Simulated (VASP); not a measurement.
Set up this calculation in VASP 6.6.1, as the native input.

| Quantity | Value |
| --- | --- |
| Task | single point |
| Functional | PBE |
| Potentials or basis | VASP PAW PBE potentials, release 64 (Cu, Ge_d) |
| Cutoff | 520 eV |
| k mesh | 6 × 6 × 6 |
| Occupations | gaussian, width 0.1 eV |
| Spin | no spin polarisation |
| Dipole correction | no |
| Further INCAR settings | ALGO = Normal; EDIFF = 1e-07; NBANDS = 20 |

The structure of CuGe lies in POSCAR:

```
CuGe
1.0
    2.8992891158      0.0000000000      0.0000000000
    0.0000000000      2.8992891158      0.0000000000
    0.0000000000      0.0000000000      3.8001396625
Cu Ge
1 1
Direct
    0.5000000000      0.5000000000      0.5000000000
    0.0000000000      0.0000000000      0.0000000000
```

These files were run (other wordings do the same):

INCAR

```
SYSTEM = CuGe
PREC = Accurate
ENCUT = 520
EDIFF = 1E-7
ISMEAR = 0
SIGMA = 0.1
LREAL = .False.
LASPH = .True.
NELM = 100
ALGO = Normal
ISIF = 2
LWAVE = .False.
LCHARG = .True.
GGA = PE
LELF = .True.
LVHAR = .True.
NBANDS = 20
```

KPOINTS

```
regular mesh
0
Gamma
  6 6 6
  0 0 0
```

Potentials or basis: VASP PAW PBE potentials, release 64 (Cu, Ge_d).

The run is started by

```console
$ cat potpaw_PBE.64/Cu/POTCAR potpaw_PBE.64/Ge_d/POTCAR > POTCAR
$ mpirun -np 1 vasp_std > vasp.out
```

Results of the run:

| Property | Result |
| --- | --- |
| Pressure | -4.6 GPa |

Caveat: the k points lie up to 0.36 Å⁻¹ apart.

Run time: 18 s on 1 thread of AMD EPYC 9R45 96-Core Processor (Zen 5) (shared host), peak memory 0.12 GiB.
